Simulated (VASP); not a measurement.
# SnSe2 in VASP: notebook

Runs on SnSe2. Level: PBE. Tasks: single point, relaxation of cell and atoms.

All numbers are computed with VASP 6.6.1; they aren't measurements. Logs are shortened: lines on timing, memory, paths and dates and some standing lists are left out, and cuts for length are marked.

## (1) The cell of the first run

The structure is trigonal, space group P-3m1 (No. 164). Conventional cell: a = 3.874 Å, b = 3.874 Å, c = 6.895 Å, α = 90.00°, β = 90.00°, γ = 120.00°. Sn (site symmetry -3m) has 6 Se at 2.75 Å within 3.6 Å. Within 3.6 Å of Se (site symmetry 3m) lie 3 Sn at 2.75 Å.

## (2) Single point, PBE

Input file INCAR:

```
SYSTEM = SnSe2
  PREC = Accurate
  ENCUT = 520
  EDIFF = 1E-7
  ISMEAR = 0
  SIGMA = 0.0267
  LREAL = .False.
  LASPH = .True.
  NELM = 100
  ALGO = Normal
  ISIF = 2
  LWAVE = .False.
  LCHARG = .False.
  GGA = PE
  NBANDS = 20
```

Input file KPOINTS:

```
regular mesh
0
Gamma
  8 8 4
  0 0 0
```

Input file POSCAR:

```
SnSe2
1.0
    3.8737887249      0.0000000000      0.0000000000
   -1.9368943624      3.3547994446      0.0000000000
    0.0000000000      0.0000000000      6.8950019437
Sn Se
1 2
Direct
    0.0000000000      0.0000000000      0.0000000000
    0.3333333333      0.6666666667      0.2311351194
    0.6666666667      0.3333333333      0.7688648806
```

Potentials or basis: VASP PAW PBE potentials, release 64 (Sn_d, Se).

Command:

```sh
$ cat potpaw_PBE.64/Sn_d/POTCAR potpaw_PBE.64/Se/POTCAR > POTCAR
$ mpirun -np 1 vasp_std > vasp.out
```

OUTCAR:

```text
SYSTEM = SnSe2
   PREC = Accurate
   ENCUT = 520
   EDIFF = 1E-7
   ISMEAR = 0
   LREAL = .False.
   LASPH = .True.
   NELM = 100
   ISIF = 2
   GGA = PE

 ion  position               nearest neighbor table
   1  0.000  0.000  0.000-   2 2.75   3 2.75   2 2.75   3 2.75   3 2.75   2 2.75
   2  0.333  0.667  0.231-   1 2.75   1 2.75   1 2.75
   3  0.667  0.333  0.769-   1 2.75   1 2.75   1 2.75

  LATTYP: Found a hexagonal cell.
 ALAT       =     3.8737887249
 C/A-ratio  =     1.7799117178

  Lattice vectors:

 A1 = (   3.8737887249,   0.0000000000,   0.0000000000)
 A2 = (  -1.9368943624,   3.3547994446,   0.0000000000)
 A3 = (   0.0000000000,   0.0000000000,   6.8950019437)

Analysis of symmetry for initial positions (statically):
=====================================================================
 Subroutine PRICEL returns:
 Original cell was already a primitive cell.

 Routine SETGRP: Setting up the symmetry group for a
 hexagonal supercell.

 Subroutine GETGRP returns: Found 12 space group operations
 (whereof 12 operations were pure point group operations)
 out of a pool of 24 trial point group operations.

The static configuration has the point symmetry D_3d.

Analysis of symmetry for dynamics (positions and initial velocities):
=====================================================================
 Subroutine PRICEL returns:
 Original cell was already a primitive cell.

 Routine SETGRP: Setting up the symmetry group for a
 hexagonal supercell.

 Subroutine GETGRP returns: Found 12 space group operations
 (whereof 12 operations were pure point group operations)
 out of a pool of 24 trial point group operations.

The dynamic configuration has the point symmetry D_3d.

 Subroutine INISYM returns: Found 12 space group operations
 (whereof 12 operations are pure point group operations),
 and found     1 'primitive' translations

----------------------------------------------------------------------------------------

                                     Primitive cell

  volume of cell :      89.6060

  direct lattice vectors                    reciprocal lattice vectors
     3.873788725  0.000000000  0.000000000     0.258145209  0.149040206  0.000000000
    -1.936894362  3.354799445  0.000000000     0.000000000  0.298080412  0.000000000
     0.000000000  0.000000000  6.895001944     0.000000000  0.000000000  0.145032591

  length of vectors
     3.873788725  3.873788725  6.895001944     0.298080412  0.298080412  0.145032591

  position of ions in fractional coordinates (direct lattice)
     0.000000000  0.000000000  0.000000000
     0.333333333  0.666666667  0.231135119
     0.666666667  0.333333333  0.768864881

  ion indices of the primitive-cell ions
   primitive index   ion index
                 1           1
                 2           2
                 3           3

----------------------------------------------------------------------------------------

 KPOINTS: regular mesh

Automatic generation of k-mesh.
 Grid dimensions read from file:
 generate k-points for:    8    8    4

 Generating k-lattice:

  Cartesian coordinates                     Fractional coordinates (reciprocal lattice)
     0.032268151  0.018630026  0.000000000     0.125000000  0.000000000  0.000000000
     0.000000000  0.037260051  0.000000000     0.000000000  0.125000000  0.000000000
     0.000000000  0.000000000  0.036258148     0.000000000  0.000000000  0.250000000

  Length of vectors
     0.037260051  0.037260051  0.036258148

  Shift w.r.t. Gamma in fractional coordinates (k-lattice)
     0.000000000  0.000000000  0.000000000

 Subroutine IBZKPT returns following result:
 ===========================================

 Found     35 irreducible k-points:

 Following reciprocal coordinates:
            Coordinates               Weight
  0.000000  0.000000  0.000000      1.000000
  0.125000  0.000000  0.000000      6.000000
  0.250000  0.000000  0.000000      6.000000
  0.375000 -0.000000  0.000000      6.000000
  0.500000  0.000000  0.000000      3.000000
  0.125000  0.125000  0.000000      6.000000
[... 16 lines left out ...]
 -0.125000  0.500000  0.250000     12.000000
  0.250000  0.250000  0.250000     12.000000
 [... further k-points ...]
   k-points           NKPTS =     35   k-points in BZ     NKDIM =     35   number of bands    NBANDS=     20
   number of dos      NEDOS =    301   number of ions     NIONS =      3
   total plane-waves  NPLWV =  48600
   dimension x,y,z NGX =    30 NGY =   30 NGZ =   54
   dimension x,y,z NGXF=    60 NGYF=   60 NGZF=  108
   ions per type =               1   2
   NGX,Y,Z   is equivalent  to a cutoff of  12.87, 12.87, 13.02 a.u.
   NGXF,Y,Z  is equivalent  to a cutoff of  25.75, 25.75, 26.04 a.u.
 SYSTEM =  SnSe2
   PREC   = accura    normal or accurate (medium, high low for compatibility)
   ISTART =      0    job   : 0-new  1-cont  2-samecut
   ICHARG =      2    charge: 1-file 2-atom 10-const
   ISPIN  =      1    spin polarized calculation?
   LNONCOLLINEAR =      F non collinear calculations
   LSORBIT =      F    spin-orbit coupling
   LASPH  =      T    aspherical Exc in radial PAW
   ENCUT  =  520.0 eV  38.22 Ry    6.18 a.u.   7.20  7.20 12.82*2*pi/ulx,y,z
   NELM   =    100;   NELMIN=  2; NELMDL= -5     # of ELM steps
   EDIFF  = 0.1E-06   stopping-criterion for ELM
   LREAL  =      F    real-space projection
   EDIFFG = 0.1E-05   stopping-criterion for IOM
   NSW    =      0    number of steps for IOM
   IBRION =     -1    ionic relax: 0-MD 1-quasi-New 2-CG
   NFREE  =      0    steps in history (QN), initial steepest desc. (CG)
   ISIF   =      2    stress and relaxation
   ISYM   =      2    0-nonsym 1-usesym 2-fastsym
   POTIM  = 0.5000    time-step for ionic-motion
   TEBEG  =    0.0;   TEEND  =   0.0 temperature during run
   PSTRESS=    0.0 pullay stress
   NELECT =      26.0000    total number of electrons
   NUPDOWN=      -1.0000    fix difference up-down
   EMIN   =  10.00;   EMAX   =-10.00  energy-range for DOS
   EFERMI =   0.00;   METHOD = LEGACY
   ISMEAR =     0;   SIGMA  =   0.03  broadening in eV -4-tet -1-fermi 0-gaus
   EFERMI_NEDOS =   21; number of points for ismear=-14 and -15
   IALGO  =     38    algorithm
   IMIX   =      4    mixing-type and parameters
     AMIX     =   0.40;   BMIX     =  1.00
     AMIX_MAG =   1.60;   BMIX_MAG =  1.00
  volume/ion in A,a.u.               =      29.87       201.56
  Fermi-wavevector in a.u.,A,eV,Ry     =   1.083811  2.048106 15.982040  1.174647
  Thomas-Fermi vector in A             =   2.219886
   LORBIT       =      0    0 simple, 1 ext, 2 COOP (PROOUT), +10 PAW based schemes
   GGA     = PE    functional components
   LHFCALC =     F    Hartree Fock is set to
   AEXX    =    0.0000 exact exchange contribution
   IVDW    =     0    specifies the selected vdW correction
   LEPSILON=     F    determine dielectric tensor
   LRPA    =     F    only Hartree local field effects (RPA)
 non-spin polarized calculation
 Gauss-broadening in eV      SIGMA  =   0.03
  energy-cutoff  :      520.00
  volume of cell :       89.61
 maximum number of plane-waves:      2436
 NGX is ok and might be reduce to    30
   NGX = 15   NGY = 15   NGZ = 25

 number of electron      26.0000000 magnetization

 Free energy of the ion-electron system (eV)
  ---------------------------------------------------
  ext. energy  EPLUGINS =         0.00000000
  ---------------------------------------------------
  free energy    TOTEN  =       -11.87271291 eV

  energy without entropy =      -11.87271291  energy(sigma->0) =      -11.87271291

 E-fermi :   2.8120     XC(G=0):  -8.6679

 val. band max:        2.6588079136   @ k =   0.1250   0.0000   0.2500
 cond. band min:       3.3458262852   @ k =   0.5000   0.0000   0.5000
 fundamental gap:      0.6870183716
 Fermi energy:         2.8119850552

 k-point     1 :       0.0000    0.0000    0.0000
  band No.  band energies     occupation
      1     -18.4667      2.00000
      2     -18.4667      2.00000
      3     -18.4350      2.00000
      4     -18.4256      2.00000
      5     -18.4256      2.00000
      6     -10.7050      2.00000
[... 12 lines left out ...]
     19      11.5576      0.00000
     20      11.5597      0.00000

 k-point     2 :       0.1250    0.0000    0.0000
  band No.  band energies     occupation
      1     -18.4719      2.00000
      2     -18.4619      2.00000
      3     -18.4318      2.00000
      4     -18.4285      2.00000
      5     -18.4253      2.00000
      6     -10.5642      2.00000
[... 12 lines left out ...]
     19      10.6445      0.00000
     20      11.5293      0.00000

 k-point     3 :       0.2500    0.0000    0.0000
  band No.  band energies     occupation
      1     -18.4863      2.00000
      2     -18.4526      2.00000
      3     -18.4368      2.00000
      4     -18.4219      2.00000
      5     -18.4207      2.00000
      6     -10.1684      2.00000
[... 12 lines left out ...]
     19      11.1190      0.00000
     20      11.2372      0.00000

 k-point     4 :       0.3750   -0.0000    0.0000
  band No.  band energies     occupation
      1     -18.5022      2.00000
      2     -18.4481      2.00000
      3     -18.4429      2.00000
      4     -18.4136      2.00000
      5     -18.4104      2.00000
      6      -9.6281      2.00000
[... 12 lines left out ...]
     19      11.2644      0.00000
     20      12.1818      0.00000

 k-point     5 :       0.5000    0.0000    0.0000
  band No.  band energies     occupation
      1     -18.5090      2.00000
      2     -18.4474      2.00000
      3     -18.4453      2.00000
      4     -18.4089      2.00000
      5     -18.4061      2.00000
      6      -9.2787      2.00000
[... 12 lines left out ...]
     19      11.8076      0.00000
     20      12.2080      0.00000
[... 353 lines left out ...]
      6      -9.7971      2.00000
[... 12 lines left out ...]
     19      10.3687      0.00000
     20      11.4071      0.00000

 k-point    22 :       0.3750    0.1250    0.2500
  band No.  band energies     occupation
      1     -18.5016      2.00000
      2     -18.4532      2.00000
      3     -18.4412      2.00000
      4     -18.4141      2.00000
      5     -18.4066      2.00000
      6      -9.3048      2.00000
[... 12 lines left out ...]
     19      11.9704      0.00000
     20      12.5200      0.00000

 k-point    23 :      -0.1250    0.5000    0.2500
  band No.  band energies     occupation
      1     -18.5016      2.00000
      2     -18.4532      2.00000
      3     -18.4412      2.00000
      4     -18.4141      2.00000
      5     -18.4066      2.00000
      6      -9.3058      2.00000
[... 12 lines left out ...]
     19      11.3212      0.00000
     20      12.3674      0.00000

 k-point    24 :       0.2500    0.2500    0.2500
  band No.  band energies     occupation
      1     -18.4913      2.00000
      2     -18.4620      2.00000
      3     -18.4343      2.00000
      4     -18.4227      2.00000
      5     -18.4067      2.00000
      6      -9.3392      2.00000
[... 12 lines left out ...]
     19      10.2855      0.00000
     20      11.7980      0.00000

 [... further k-points ...]
[... 5 lines left out ...]
  --------------------------------------------------------------------------------------
  -------------------------------------------------------------------------------------
  Total        0.0202536      0.0202536      0.0582749      0.0000000      0.0000000     -0.0000000
  in kB        0.3621396      0.3621396      1.0419702      0.0000000      0.0000000     -0.0000000
  external PRESSURE =       0.5887498 kB  Pullay stress =       0.0000000 kB

 VOLUME and BASIS-vectors are now :
 -----------------------------------------------------------------------------
  energy-cutoff  :      520.00
  volume of cell :       89.61
      direct lattice vectors                 reciprocal lattice vectors
     3.873788725  0.000000000  0.000000000     0.258145209  0.149040206  0.000000000
    -1.936894362  3.354799445  0.000000000     0.000000000  0.298080412  0.000000000
     0.000000000  0.000000000  6.895001944     0.000000000  0.000000000  0.145032591

 POSITION                                       TOTAL-FORCE (eV/Angst)
 -----------------------------------------------------------------------------------
      0.00000      0.00000      0.00000         0.000000      0.000000      0.000000
     -0.00000      2.23653      1.59368        -0.000000      0.000000      0.012081
      1.93689      1.11827      5.30132         0.000000     -0.000000     -0.012081
 -----------------------------------------------------------------------------------
    total drift:                               -0.000000      0.000000     -0.000000

  FREE ENERGIE OF THE ION-ELECTRON SYSTEM (eV)
  ---------------------------------------------------
  free  energy   TOTEN  =       -11.8727129062 eV

  energy  without entropy=      -11.8727129062  energy(sigma->0) =      -11.87271291
```

Wall time 37 s (1 thread of AMD EPYC 9R45 (Zen 5), shared host); peak memory 0.21 GiB.

What came out:

```
Free energy            : -11.8727 eV
Pressure               : 0.1 GPa
Largest force          : 0.012 eV/Å
Band gap on the k mesh : 0.69 eV (least direct gap 1.09 eV)
```

Forces in eV/Å, atoms in the order of the input:
```
Sn   0.000  0.000  0.000
Se   0.000  0.000  0.012
Se   0.000  0.000 -0.012
```

Caveat: semilocal functionals underestimate gaps, and a narrow one can read as zero; spin-orbit coupling is left out, which moves the levels of the heavy elements; this functional lacks dispersion, which binds layers or chains, so the pressure and a relaxed spacing across them are unreliable. A k mesh can miss the band edges.

## (3) Relaxation of cell and atoms, PBE

This run uses another cell than the first one, of 26.67 Å³/atom.

Input file INCAR:

```
SYSTEM = SnSe2
ALGO = Normal
EDIFF = 1E-6
EDIFFG = -0.01
ENCUT = 600
GGA = PE
IBRION = 2
ISIF = 3
ISMEAR = 0
LASPH = .True.
LCHARG = .False.
LREAL = .False.
LWAVE = .False.
NELM = 60
NSW = 60
PREC = Accurate
SIGMA = 0.0267
```

Input file KPOINTS:

```
k-points
0
Gamma
  8 8 4
  0 0 0
```

Input file POSCAR:

```
SnSe2
1.0
    3.8572360000      0.0000000000      0.0000000000
   -1.9286180000      3.3404660000      0.0000000000
    0.0000000000      0.0000000000      6.2088640000
Sn Se
1 2
Direct
    0.0000000000      0.0000000000      0.0000000000
    0.3333000000      0.6667000000      0.2490000000
    0.6667000000      0.3333000000      0.7510000000
```

Potentials or basis: VASP PAW PBE potentials, release 64 (Sn_d, Se).

Command:

```sh
$ cat potpaw_PBE.64/Sn_d/POTCAR potpaw_PBE.64/Se/POTCAR > POTCAR
$ mpirun -np 1 vasp_std > vasp.out
```

Run time: 11 min. Hardware: 1 thread of AMD EPYC 9R45 (Zen 5), shared host; peak memory 0.29 GiB.

Results (log left out):

| Property | Result |
| --- | --- |
| Free energy | -11.8719 eV |
| Relaxed volume | 30.35 Å³/atom |
| Relaxed cell | a = 3.873 Å, b = 3.873 Å, c = 7.009 Å, α = 90.00°, β = 90.00°, γ = 120.01° |
| Space group after relaxing (to 0.1 Å) | P-3m1 (No. 164) |
| Energy gained by relaxing | 17.1 meV/atom |
| Ionic steps | 18 |
| Pressure after relaxing | 0.0 GPa |
| Band gap on the k mesh | 0.69 eV (least direct gap 1.07 eV) |

Forces on the atoms (eV/Å):
```
Sn   0.000  0.000  0.000
Se   0.000  0.000  0.002
Se   0.000  0.000 -0.002
```

The path:
| step | energy change (eV) | largest force (eV/Å) | pressure (GPa) | volume (Å³) |
| --- | --- | --- | --- | --- |
| 1 | 0.0000 | 0.4606 | 2.89 | 80.00 |
| 2 | -0.0182 | 0.3536 | -1.84 | 85.70 |
| 3 | -0.0359 | 0.0366 | -0.07 | 83.26 |
| 4 | -0.0376 | 0.0609 | -0.02 | 83.23 |
| 5 | -0.0387 | 0.1174 | 0.12 | 83.17 |
| 6 | -0.0388 | 0.1045 | 0.11 | 83.18 |
| 7 | -0.0403 | 0.0887 | 0.13 | 83.45 |
| 8 | -0.0438 | 0.0405 | 0.25 | 84.25 |
| 9 | -0.0474 | 0.0638 | 0.55 | 85.86 |
| 10 | -0.0484 | 0.0409 | 0.40 | 86.29 |
| 11 | -0.0498 | 0.0266 | -0.06 | 87.57 |
| 12 | -0.0499 | 0.0378 | -0.14 | 87.80 |
| 13 | -0.0500 | 0.0374 | -0.15 | 87.95 |
| 14 | -0.0504 | 0.0367 | -0.15 | 88.43 |
| 15 | -0.0510 | 0.0327 | -0.16 | 89.37 |
| 16 | -0.0513 | 0.0199 | -0.11 | 91.26 |
| 17 | -0.0510 | 0.0483 | 0.24 | 90.63 |
| 18 | -0.0513 | 0.0022 | 0.00 | 91.05 |

Final structure:
```
CELL_PARAMETERS angstrom
3.87330 -0.00025 0.00013
-1.93687 3.35425 -0.00013
0.00019 -0.00011 7.00881
ATOMIC_POSITIONS crystal
Sn 0.00000 0.00000 0.00000
Se 0.33334 0.66666 0.22759
Se 0.66666 0.33334 0.77241
```

Levels at points of the mesh, in eV from the valence-band top:
| k point | band 10 | band 11 | band 12 | band 13 | band 14 | band 15 | band 16 | band 17 |
| --- | --- | --- | --- | --- | --- | --- | --- | --- |
| (0.00, 0.00, 0.00) | -0.48 | -0.48 | -0.13 | -0.13 | 1.08 | 3.07 | 4.57 | 4.57 |
| (0.50, 0.00, 0.00) | -2.38 | -2.19 | -0.79 | -0.29 | 0.91 | 3.88 | 5.55 | 5.68 |
| (0.50, 0.50, 0.00) | -2.38 | -2.19 | -0.79 | -0.28 | 0.91 | 3.88 | 5.55 | 5.68 |
| (0.00, 0.00, 0.50) | -0.50 | -0.50 | -0.09 | -0.09 | 1.96 | 2.99 | 4.50 | 4.50 |
| (0.50, 0.00, 0.50) | -2.15 | -2.05 | -0.64 | -0.39 | 0.69 | 4.20 | 4.91 | 5.73 |
| (0.50, 0.50, 0.50) | -2.15 | -2.05 | -0.64 | -0.39 | 0.69 | 4.20 | 4.90 | 5.73 |

Caveat: semilocal functionals underestimate gaps, and a narrow one can read as zero; spin-orbit coupling is left out, which moves the levels of the heavy elements. PBE usually gives volumes a little too large and moduli too small.
